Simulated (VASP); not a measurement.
Runs of VASP 6.6.1 on PbSe. The structure is that of space group I4/mmm (No. 139), or close to it. The cells are those of the table. 

| cell | gap on the mesh (eV) | pressure (GPa) |
| --- | --- | --- |
| a = 4.471, b = 4.471, c = 4.577 Å, angles 59.2, 59.2, 61.6°, 2 atoms | (b) | -2.0 |
| a = 4.558, b = 4.558, c = 4.409 Å, angles 61.1, 61.1, 57.9°, 2 atoms | 0.55 | -1.9 |
| a = 4.226, b = 4.226, c = 4.359 Å, angles 59.0, 59.0, 62.1°, 2 atoms | none | 3.5 |
| a = 4.363, b = 4.363, c = 4.501 Å, angles 59.0, 59.0, 62.1°, 2 atoms | (a) | -1.6 |
| a = 4.461, b = 4.461, c = 4.602 Å, angles 59.0, 59.0, 62.1°, 2 atoms | 0.53 | -1.8 |
| a = 4.209, b = 4.209, c = 4.276 Å, angles 59.5, 59.5, 61.1°, 2 atoms | - | 4.7 |
| a = 4.317, b = 4.317, c = 4.177 Å, angles 61.1, 61.1, 57.9°, 2 atoms | 0.02 | 3.5 |
| a = 4.281, b = 4.281, c = 4.141 Å, angles 61.1, 61.1, 57.9°, 2 atoms | 0.08 | 5.2 |

Alike in all rows: task single point; level PBE+D3(BJ); potentials or basis VASP PAW PBE potentials, release 64 (Pb_d, Se); no spin polarisation; k mesh 10 × 10 × 10; cutoff (eV) 520; smearing gaussian 0.03 eV.

Estimate the missing entries.

(a) 0.34; (b) 0.57.

Caveats: spin-orbit coupling is left out, which moves the levels of the heavy elements; the cell stands under pressure (at least some runs); semilocal functionals underestimate gaps, so a narrow gap can read as zero (at least some runs).

A k mesh can miss the band edges, and the runs leave out spin-orbit coupling on Pb, Se.

A gap of «none» marks levels without a gap at the run's occupations.
